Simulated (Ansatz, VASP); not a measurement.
SrTiO3: VASP beside Ansatz

Contents of INCAR:

```
PREC     = Accurate       # precision mode
ENCUT    = 600            # plane-wave cutoff, eV
EDIFF    = 1E-7           # SCF threshold, eV
ISMEAR   = 0              # smearing method
SIGMA    = 0.02           # smearing width, eV
LREAL    = F              # projectors in reciprocal space
LASPH    = T              # aspherical terms in the spheres
NELM     = 80             # most SCF steps
ALGO     = Normal         # electronic algorithm
ISIF     = 3              # what is computed and relaxed
LWAVE    = F              # write WAVECAR
LCHARG   = F              # write CHGCAR
GGA      = PE             # functional
IVDW     = 12             # dispersion correction
IBRION   = 2              # ionic algorithm
NSW      = 70             # ionic steps
EDIFFG   = -0.005         # ionic threshold
```

File KPOINTS:

```
Automatic mesh
0
Gamma
  8 8 8
```

The input POSCAR:

```
SrTiO3
1.0
    3.9364041186      0.0000000000      0.0000000000
    0.0000000000      3.9364041186      0.0000000000
    0.0000000000      0.0000000000      3.9364041186
Sr Ti O
1 1 3
Direct
    0.5000000000      0.5000000000      0.5000000000
    0.0000000000      0.0000000000      0.0000000000
    0.5000000000      0.0000000000      0.0000000000
    0.0000000000      0.5000000000      0.0000000000
    0.0000000000      0.0000000000      0.5000000000
```

Input for Ansatz:

```yaml
crystal:
  lattice:
    - [3.9364041186, 0.0, 0.0]
    - [0.0, 3.9364041186, 0.0]
    - [0.0, 0.0, 3.9364041186]
  atoms:
    - { symbol: Sr, position: [0.5, 0.5, 0.5] }
    - { symbol: Ti, position: [0.0, 0.0, 0.0] }
    - { symbol: O, position: [0.5, 0.0, 0.0] }
    - { symbol: O, position: [0.0, 0.5, 0.0] }
    - { symbol: O, position: [0.0, 0.0, 0.5] }
basis:
  ecutwfc: 420
kpoints:
  mp_grid: { grid: [8, 8, 8] }
hamiltonian:
  xc: pbe
  dispersion: d3bj
scf:
  occupations: { method: gaussian, width: 0.02 }
output:
  forces: true
  stress: true
  eigenvalues: true
relax:
  adjacent_minimum: "off"
  f_tol: 0.005
  max_steps: 50
  cell: { stress_tol: 0.05 }
```

Alike in both runs: task relaxation of cell and atoms; functional PBE; dispersion D3(BJ); k mesh 8 × 8 × 8; occupations gaussian, width 0.02 eV; no spin polarisation.

```csv
,VASP,Ansatz
version,VASP 6.6.1,Ansatz 0.2.0
potentials or method,"VASP PAW PBE potentials, release 64 (Sr_sv, Ti_sv, O), cutoff 600 eV","scalar-relativistic, plane waves, PAW"
valence electrons in the cell,40,40
```

VASP gave:

| Quantity | Value |
| --- | --- |
| gap on the k mesh at the Fermi level, each at its own relaxed structure (eV) | 1.85 |
| relaxed volume (Å³/atom) | 11.98 |
| relaxed cell length with the largest relative difference (Å) | 3.913 |

Task: What did Ansatz give for the same quantities?

Result: gap on the k mesh at the Fermi level, each at its own relaxed structure (eV): 1.88; relaxed volume (Å³/atom): 11.95; relaxed cell length with the largest relative difference (Å): 3.910.
